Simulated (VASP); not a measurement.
# TaN (P6_3/mmc) in VASP: single point with PBE

Aim: the single point of TaN with PBE.

Everything below comes from runs of VASP 6.6.1. Logs are shortened: lines on timing, memory, paths and dates and some standing lists are left out, and cuts for length are marked.

## Step 1: The cell of the first run

The structure is hexagonal, space group P6_3/mmc (No. 194). Conventional cell: a = 3.048 Å, b = 3.048 Å, c = 4.918 Å, α = 90.00°, β = 90.00°, γ = 120.00°. Within 2.8 Å of Ta (site symmetry -3m) lie 6 N at 2.15 Å and 2 Ta at 2.46 Å. Within 2.8 Å of N (site symmetry -6m2) lie 6 Ta at 2.15 Å.

## Step 2: Single point, PBE

INCAR reads:

```
PREC     = Accurate       # precision mode
ENCUT    = 520            # plane-wave cutoff, eV
EDIFF    = 1E-6           # SCF threshold, eV
ISMEAR   = -1             # smearing method
SIGMA    = 0.01           # smearing width, eV
LREAL    = False          # projectors in reciprocal space
LASPH    = True           # aspherical terms in the spheres
NELM     = 100            # most SCF steps
ALGO     = Normal         # electronic algorithm
ISIF     = 2              # what is computed and relaxed
LWAVE    = False          # write WAVECAR
LCHARG   = False          # write CHGCAR
GGA      = PE             # functional
NBANDS   = 24             # bands
```

KPOINTS reads:

```
regular mesh
0
Gamma
  11 11 6
```

POSCAR reads:

```
TaN
1.0
    3.0480019786      0.0000000000      0.0000000000
   -1.5240009893      2.6396471442      0.0000000000
    0.0000000000      0.0000000000      4.9180000000
Ta N
2 2
Direct
    0.0000000000      0.0000000000      0.0000000000
    0.0000000000      0.0000000000      0.5000000000
    0.3333333333      0.6666666667      0.2500000000
    0.6666666667      0.3333333333      0.7500000000
```

Potentials or basis: VASP PAW PBE potentials, release 64 (Ta_pv, N).

Run with:

```sh
$ cat potpaw_PBE.64/Ta_pv/POTCAR potpaw_PBE.64/N/POTCAR > POTCAR
$ mpirun -np 1 vasp_std > vasp.out
```

OUTCAR:

```text
PREC = Accurate
   ENCUT = 520
   EDIFF = 1E-6
   ISMEAR = -1
   LREAL = False
   LASPH = True
   NELM = 100
   ISIF = 2
   GGA = PE

 ion  position               nearest neighbor table
   1  0.000  0.000  0.000-   3 2.15   4 2.15   3 2.15   4 2.15   4 2.15   3 2.15   2 2.46   2 2.46

   2  0.000  0.000  0.500-   3 2.15   4 2.15   3 2.15   4 2.15   4 2.15   3 2.15   1 2.46   1 2.46

   3  0.333  0.667  0.250-   1 2.15   2 2.15   1 2.15   2 2.15   1 2.15   2 2.15
   4  0.667  0.333  0.750-   1 2.15   2 2.15   1 2.15   2 2.15   1 2.15   2 2.15

  LATTYP: Found a hexagonal cell.
 ALAT       =     3.0480019786
 C/A-ratio  =     1.6135160130

  Lattice vectors:

 A1 = (   3.0480019786,   0.0000000000,   0.0000000000)
 A2 = (  -1.5240009893,   2.6396471442,   0.0000000000)
 A3 = (   0.0000000000,   0.0000000000,   4.9180000000)

Analysis of symmetry for initial positions (statically):
=====================================================================
 Subroutine PRICEL returns:
 Original cell was already a primitive cell.

 Routine SETGRP: Setting up the symmetry group for a
 hexagonal supercell.

 Subroutine GETGRP returns: Found 24 space group operations
 (whereof 12 operations were pure point group operations)
 out of a pool of 24 trial point group operations.

The static configuration has the point symmetry D_3d.
 The point group associated with its full space group is D_6h.

Analysis of symmetry for dynamics (positions and initial velocities):
=====================================================================
 Subroutine PRICEL returns:
 Original cell was already a primitive cell.

 Routine SETGRP: Setting up the symmetry group for a
 hexagonal supercell.

 Subroutine GETGRP returns: Found 24 space group operations
 (whereof 12 operations were pure point group operations)
 out of a pool of 24 trial point group operations.

The dynamic configuration has the point symmetry D_3d.
 The point group associated with its full space group is D_6h.

 Subroutine INISYM returns: Found 24 space group operations
 (whereof 12 operations are pure point group operations),
 and found     1 'primitive' translations

----------------------------------------------------------------------------------------

                                     Primitive cell

  volume of cell :      39.5685

  direct lattice vectors                    reciprocal lattice vectors
     3.048001979  0.000000000  0.000000000     0.328083777  0.189419257  0.000000000
    -1.524000989  2.639647144  0.000000000     0.000000000  0.378838513  0.000000000
     0.000000000  0.000000000  4.918000000     0.000000000  0.000000000  0.203334689

  length of vectors
     3.048001979  3.048001979  4.918000000     0.378838513  0.378838513  0.203334689

  position of ions in fractional coordinates (direct lattice)
     0.000000000  0.000000000  0.000000000
     0.000000000  0.000000000  0.500000000
     0.333333333  0.666666667  0.250000000
     0.666666667  0.333333333  0.750000000

  ion indices of the primitive-cell ions
   primitive index   ion index
                 1           1
                 2           2
                 3           3
                 4           4

----------------------------------------------------------------------------------------

 KPOINTS: regular mesh

Automatic generation of k-mesh.
 Grid dimensions read from file:
 generate k-points for:   11   11    6

 Generating k-lattice:

  Cartesian coordinates                     Fractional coordinates (reciprocal lattice)
     0.029825798  0.017219932  0.000000000     0.090909091  0.000000000  0.000000000
     0.000000000  0.034439865  0.000000000     0.000000000  0.090909091  0.000000000
     0.000000000  0.000000000  0.033889115     0.000000000  0.000000000  0.166666667

  Length of vectors
     0.034439865  0.034439865  0.033889115

  Shift w.r.t. Gamma in fractional coordinates (k-lattice)
     0.000000000  0.000000000  0.000000000

 Subroutine IBZKPT returns following result:
 ===========================================

 Found     64 irreducible k-points:

 Following reciprocal coordinates:
            Coordinates               Weight
  0.000000  0.000000  0.000000      1.000000
  0.090909  0.000000  0.000000      6.000000
  0.181818  0.000000  0.000000      6.000000
  0.272727  0.000000  0.000000      6.000000
  0.363636  0.000000  0.000000      6.000000
  0.454545  0.000000  0.000000      6.000000
[... 16 lines left out ...]
  0.090909  0.090909  0.166667     12.000000
  0.181818  0.090909  0.166667     24.000000
 [... further k-points ...]
   k-points           NKPTS =     64   k-points in BZ     NKDIM =     64   number of bands    NBANDS=     24
   number of dos      NEDOS =    301   number of ions     NIONS =      4
   total plane-waves  NPLWV =  23040
   dimension x,y,z NGX =    24 NGY =   24 NGZ =   40
   dimension x,y,z NGXF=    48 NGYF=   48 NGZF=   80
   ions per type =               2   2
   NGX,Y,Z   is equivalent  to a cutoff of  13.09, 13.09, 13.52 a.u.
   NGXF,Y,Z  is equivalent  to a cutoff of  26.18, 26.18, 27.04 a.u.
 SYSTEM =  unknown system
   PREC   = accura    normal or accurate (medium, high low for compatibility)
   ISTART =      0    job   : 0-new  1-cont  2-samecut
   ICHARG =      2    charge: 1-file 2-atom 10-const
   ISPIN  =      1    spin polarized calculation?
   LNONCOLLINEAR =      F non collinear calculations
   LSORBIT =      F    spin-orbit coupling
   LASPH  =      T    aspherical Exc in radial PAW
   ENCUT  =  520.0 eV  38.22 Ry    6.18 a.u.   5.67  5.67  9.14*2*pi/ulx,y,z
   NELM   =    100;   NELMIN=  2; NELMDL= -5     # of ELM steps
   EDIFF  = 0.1E-05   stopping-criterion for ELM
   LREAL  =      F    real-space projection
   EDIFFG = 0.1E-04   stopping-criterion for IOM
   NSW    =      0    number of steps for IOM
   IBRION =     -1    ionic relax: 0-MD 1-quasi-New 2-CG
   NFREE  =      0    steps in history (QN), initial steepest desc. (CG)
   ISIF   =      2    stress and relaxation
   ISYM   =      2    0-nonsym 1-usesym 2-fastsym
   POTIM  = 0.5000    time-step for ionic-motion
   TEBEG  =    0.0;   TEEND  =   0.0 temperature during run
   PSTRESS=    0.0 pullay stress
   NELECT =      32.0000    total number of electrons
   NUPDOWN=      -1.0000    fix difference up-down
   EMIN   =  10.00;   EMAX   =-10.00  energy-range for DOS
   EFERMI =   0.00;   METHOD = LEGACY
   ISMEAR =    -1;   SIGMA  =   0.01  broadening in eV -4-tet -1-fermi 0-gaus
   EFERMI_NEDOS =   21; number of points for ismear=-14 and -15
   IALGO  =     38    algorithm
   IMIX   =      4    mixing-type and parameters
     AMIX     =   0.40;   BMIX     =  1.00
     AMIX_MAG =   1.60;   BMIX_MAG =  1.00
  volume/ion in A,a.u.               =       9.89        66.76
  Fermi-wavevector in a.u.,A,eV,Ry     =   1.525252  2.882308 31.652508  2.326394
  Thomas-Fermi vector in A             =   2.633448
   LORBIT       =      0    0 simple, 1 ext, 2 COOP (PROOUT), +10 PAW based schemes
   GGA     = PE    functional components
   LHFCALC =     F    Hartree Fock is set to
   AEXX    =    0.0000 exact exchange contribution
   IVDW    =     0    specifies the selected vdW correction
   LEPSILON=     F    determine dielectric tensor
   LRPA    =     F    only Hartree local field effects (RPA)
 non-spin polarized calculation
  energy-cutoff  :      520.00
  volume of cell :       39.57
 maximum number of plane-waves:      1092
 NGX is ok and might be reduce to    24
   NGX = 11   NGY = 11   NGZ = 19

 number of electron      32.0000002 magnetization

 Free energy of the ion-electron system (eV)
  ---------------------------------------------------
  ext. energy  EPLUGINS =         0.00000000
  ---------------------------------------------------
  free energy    TOTEN  =       -41.29813211 eV

  energy without entropy =      -41.29760937  energy(sigma->0) =      -41.29787074

 E-fermi :   9.9509     XC(G=0): -13.7469

 val. band max:        9.9310338884   @ k =   0.0000   0.0000   0.5000
 cond. band min:       9.9722879683   @ k =   0.1818   0.1818   0.0000
 fundamental gap:      0.0412540799
 Fermi energy:         9.9508640113

 k-point     1 :       0.0000    0.0000    0.0000
  band No.  band energies     occupation
      1     -27.2925      2.00000
      2     -25.4346      2.00000
      3     -25.4346      2.00000
      4     -25.0589      2.00000
      5     -25.0589      2.00000
      6     -24.2544      2.00000
[... 16 lines left out ...]
     23      14.9549      0.00000
     24      16.5782      0.00000

 k-point     2 :       0.0909    0.0000    0.0000
  band No.  band energies     occupation
      1     -27.2744      2.00000
      2     -25.5130      2.00000
      3     -25.4508      2.00000
      4     -25.1184      2.00000
      5     -25.0717      2.00000
      6     -24.2474      2.00000
[... 16 lines left out ...]
     23      15.0877      0.00000
     24      16.5183      0.00000

 k-point     3 :       0.1818    0.0000    0.0000
  band No.  band energies     occupation
      1     -27.2254      2.00000
      2     -25.7171      2.00000
      3     -25.4939      2.00000
      4     -25.2755      2.00000
      5     -25.1059      2.00000
      6     -24.2286      2.00000
[... 16 lines left out ...]
     23      16.4224      0.00000
     24      16.5194      0.00000
[... 514 lines left out ...]
 k-point    23 :       0.0909    0.0909    0.1667
  band No.  band energies     occupation
      1     -27.0690      2.00000
      2     -25.6226      2.00000
      3     -25.4604      2.00000
      4     -25.2524      2.00000
      5     -25.1258      2.00000
      6     -24.4737      2.00000
[... 16 lines left out ...]
     23      15.5323      0.00000
     24      16.1125      0.00000

 k-point    24 :       0.1818    0.0909    0.1667
  band No.  band energies     occupation
      1     -27.0135      2.00000
      2     -25.8372      2.00000
      3     -25.5212      2.00000
      4     -25.4248      2.00000
      5     -25.1754      2.00000
      6     -24.4476      2.00000
[... 16 lines left out ...]
     23      16.1824      0.00000
     24      16.6342      0.00000

 [... further k-points ...]

------------------------ aborting loop because EDIFF is reached ----------------------------------------

  FORCE on cell =-STRESS in cart. coord.  units (eV):
  Direction    XX          YY          ZZ          XY          YZ          ZX
  --------------------------------------------------------------------------------------
  -------------------------------------------------------------------------------------
  Total        8.1931185      8.1931185     28.7160663      0.0000000     -0.0000000      0.0000000
  in kB      331.7494213    331.7494213   1162.7487585      0.0000000     -0.0000000      0.0000000
  external PRESSURE =     608.7492004 kB  Pullay stress =       0.0000000 kB

 VOLUME and BASIS-vectors are now :
 -----------------------------------------------------------------------------
  energy-cutoff  :      520.00
  volume of cell :       39.57
      direct lattice vectors                 reciprocal lattice vectors
     3.048001979  0.000000000  0.000000000     0.328083777  0.189419257  0.000000000
    -1.524000989  2.639647144  0.000000000     0.000000000  0.378838513  0.000000000
     0.000000000  0.000000000  4.918000000     0.000000000  0.000000000  0.203334689

 POSITION                                       TOTAL-FORCE (eV/Angst)
 -----------------------------------------------------------------------------------
      0.00000      0.00000      0.00000        -0.000000     -0.000000      0.000000
      0.00000      0.00000      2.45900        -0.000000     -0.000000      0.000000
     -0.00000      1.75976      1.22950        -0.000000      0.000000      0.000000
      1.52400      0.87988      3.68850         0.000000      0.000000     -0.000000
 -----------------------------------------------------------------------------------
    total drift:                               -0.000000      0.000000      0.000000

  FREE ENERGIE OF THE ION-ELECTRON SYSTEM (eV)
  ---------------------------------------------------
  free  energy   TOTEN  =       -41.2981321052 eV

  energy  without entropy=      -41.2976093698  energy(sigma->0) =      -41.29787074
```

It took 71 s on 1 thread of Intel Xeon 8259CL, shared host; peak memory 0.2 GiB.

What came out:

| Property | Result |
| --- | --- |
| Free energy | -41.2981 eV |
| Pressure | 60.9 GPa |
| Band gap on the k mesh | zero (band 16 reaches 10.63 eV, above the bottom of band 17 at 8.05 eV) |

Stress tensor (GPa, compression positive):
```
 33.17   0.00   0.00
  0.00  33.17   0.00
  0.00   0.00 116.27
```

Caveat: spin-orbit coupling is left out, which moves the levels of the heavy elements.
